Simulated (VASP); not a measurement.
A run of VASP 6.6.1 is set up as follows.

File POSCAR:

```
YbSe2
1.0
    2.4079800550      1.3902479330      3.9325804517
   -2.4079800550      1.3902479330      3.9325804517
    0.0000000000     -2.7804958660      3.9325804517
Yb Se
1 2
Direct
    0.0000000000      0.0000000000      0.0000000000
    0.2500092680      0.2500092680      0.2500092680
    0.7499907320      0.7499907320      0.7499907320
```

File INCAR.step1:

```
  PREC = Accurate
  ENCUT = 520
  EDIFF = 1E-6
  ISMEAR = 0
  SIGMA = 0.05
  LREAL = False
  LASPH = True
  NELM = 150
  ALGO = Normal
  ISIF = 2
  LWAVE = False
  LCHARG = True
  ISPIN = 2
  MAGMOM = 0.05 0 0
  LMAXMIX = 6
  GGA = PE
  NBANDS = 29
```

KPOINTS.step1

```
Automatic mesh
0
Gamma
  8 8 8
```

File INCAR.step2:

```
  PREC = Accurate
  ENCUT = 520
  EDIFF = 1E-6
  ISMEAR = -5
  SIGMA = 0.05
  LREAL = False
  LASPH = True
  NELM = 150
  ALGO = Normal
  ISIF = 2
  LWAVE = False
  LCHARG = False
  ISPIN = 2
  MAGMOM = 0.05 0 0
  LORBIT = 10
  LMAXMIX = 6
  GGA = PE
  NEDOS = 2001
  ICHARG = 11
```

Contents of KPOINTS.step2:

```
Automatic mesh
0
Gamma
  12 12 12
```

Potentials or basis: VASP PAW PBE potentials, release 64 (Yb, Se).

The run is started by

```sh
$ cat potpaw_PBE.64/Yb/POTCAR potpaw_PBE.64/Se/POTCAR > POTCAR
$ cp INCAR.step1 INCAR
$ cp KPOINTS.step1 KPOINTS
$ mpirun -np 1 vasp_std > vasp.out
$ cp INCAR.step2 INCAR
$ cp KPOINTS.step2 KPOINTS
$ mpirun -np 1 vasp_std > vasp.out
```

(1) Estimate the net moment.

(2) Predict the site moments.

Answers

(1) 0.02 μB per cell.

(2) Yb +0.02; Se -0.00 μB.
